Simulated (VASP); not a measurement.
Set up this calculation in VASP 6.6.1, as the native input.

- Task: electric field gradients
- Functional: LDA
- Potentials or basis: VASP PAW LDA potentials, release 64 (Cd, S)
- Cutoff: 520 eV
- k mesh: 10 × 10 × 8
- Occupations: fermi-dirac, width 0.08 eV
- Spin: no spin polarisation
- Dipole correction: no
- Further INCAR settings: ALGO = Normal; EDIFF = 1e-08; NBANDS = 26

The structure of CdS (PbO type) lies in POSCAR:

```
CdS
1.0
    4.9849431769      0.0000000000      0.0000000000
    0.0000000000      4.9849431769      0.0000000000
    0.0000000000      0.0000000000      3.8717690586
Cd S
2 2
Direct
    0.0000000000      0.5000000000      0.1368911506
    0.5000000000      0.0000000000      0.8631088494
    0.0000000000      0.0000000000      0.0000000000
    0.5000000000      0.5000000000      0.0000000000
```

These files were run (other wordings do the same):

INCAR

```
SYSTEM = CdS
ALGO     = Normal         ! electronic algorithm
EDIFF    = 1E-8           ! SCF threshold, eV
ENCUT    = 520            ! plane-wave cutoff, eV
GGA      = CA             ! functional
ISIF     = 2              ! what is computed and relaxed
ISMEAR   = -1             ! smearing method
LASPH    = .TRUE.         ! aspherical terms in the spheres
LCHARG   = .FALSE.        ! write CHGCAR
LEFG     = .TRUE.       
LREAL    = .FALSE.        ! projectors in reciprocal space
LWAVE    = .FALSE.        ! write WAVECAR
NBANDS   = 26             ! bands
NELM     = 60             ! most SCF steps
PREC     = Accurate       ! precision mode
SIGMA    = 0.08           ! smearing width, eV
```

KPOINTS

```
k-points
0
G
  10 10 8
  0 0 0
```

Potentials or basis: VASP PAW LDA potentials, release 64 (Cd, S).

The run is started by

```bash
$ cat potpaw_LDA.64/Cd/POTCAR potpaw_LDA.64/S/POTCAR > POTCAR
$ mpirun -np 1 vasp_std > vasp.out
```

It gave:

```
Pressure                                : 0.6 GPa
Largest force                           : 0.040 eV/Å
Band gap on the k mesh                  : zero (bands 18 and 19 overlap by 0.76 eV)
Largest electric field gradient by atom : Cd +229.1; S -75.5 V/Å²
```

Caveat: semilocal functionals underestimate gaps, and a narrow one can read as zero; without QUAD_EFG the Cq values of the log hold for a quadrupole moment of 1 mb, not for the nuclei.

Run time: 4.3 min on 1 thread of Oxide Virtual Turin-like Processor (shared host), peak memory 0.3 GiB.
